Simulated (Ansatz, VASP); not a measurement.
# One calculation of KBr, two programs

The input INCAR:

```
SYSTEM = KBr
ALGO     = Normal         ! electronic algorithm
EDIFF    = 1E-6           ! SCF threshold, eV
ENCUT    = 520            ! plane-wave cutoff, eV
GGA      = PS             ! functional
GGA_COMPAT= .False.      
ISIF     = 2              ! what is computed and relaxed
ISMEAR   = 0              ! smearing method
LASPH    = .True.         ! aspherical terms in the spheres
LCHARG   = .False.        ! write CHGCAR
LORBIT   = 11             ! projections on sites
LORBMOM  = .True.       
LREAL    = .False.        ! projectors in reciprocal space
LSORBIT  = .True.         ! spin-orbit coupling
LWAVE    = .False.        ! write WAVECAR
MAGMOM   = 0 0 0 0 0 0    ! initial moments
NBANDS   = 28             ! bands
NELM     = 150            ! most SCF steps
PREC     = Accurate       ! precision mode
SIGMA    = 0.01           ! smearing width, eV
```

Contents of KPOINTS:

```
k-points
0
Gamma
  6 6 6
  0 0 0
```

The input POSCAR:

```
KBr
1.0
    3.0956956165      3.0956956165      0.0000000000
   -3.0956956165      3.0956956165      0.0000000000
    0.0000000000      3.0956956165      3.0956956165
K Br
1 1
Direct
    0.0000000000      0.0000000000      0.0000000000
    0.5000000000      0.5000000000      0.0000000000
```

Input for Ansatz:

```yaml
crystal:
  lattice:
    - [3.09569561649, 3.09569561649, 0.0]
    - [-3.09569561649, 3.09569561649, 0.0]
    - [0.0, 3.09569561649, 3.09569561649]
  atoms:
    - { symbol: K, position: [0.0, 0.0, 0.0] }
    - { symbol: Br, position: [0.5, 0.5, 0.0] }
kpoints:
  mp_grid: { grid: [6, 6, 6] }
scf:
  occupations: { method: fixed }
  convergence: { dr2_threshold: 1.0e-10 }
hamiltonian:
  xc: pbesol
  pseudopotentials: { kind: all_electron, lapw: { basis_error: 0.0005 } }
magnetization:
  noncollinear: true
  spin_orbit: true
output:
  forces: true
  stress: true
  eigenstates:
    kpoints:
      - [0.0, 0.0, 0.0]
      - [-0.5, -0.5, -0.5]
      - [-0.5, 0.5, 0.0]
      - [0.0, 0.0, -0.5]
      - [0.0, -0.5, -0.5]
      - [0.0, 0.5, 0.0]
      - [-0.5, 0.0, 0.0]
      - [-0.5, 0.0, -0.5]
  eigenvalues: true
```

Alike in both runs: task single point; functional PBEsol; k mesh 6 × 6 × 6; non-collinear spin, spin-orbit coupling.

|  | VASP | Ansatz |
| --- | --- | --- |
| version | VASP 6.6.1 | Ansatz 0.2.0 |
| potentials or method | VASP PAW PBE potentials, release 64 (K_sv, Br), cutoff 520 eV | all-electron LAPW |
| occupations | gaussian, width 0.01 eV | fixed |

|  | VASP | Ansatz | Ansatz less VASP |
| --- | --- | --- | --- |
| pressure (GPa) | 4.1 | 4.0 | -0.14 |
| net moment per atom (μB) | 0.00 | 0.00 | 0.000 |

VASP's potentials were made for PBE, not for PBEsol. Ansatz ran all-electron here, and VASP with PAW potentials.
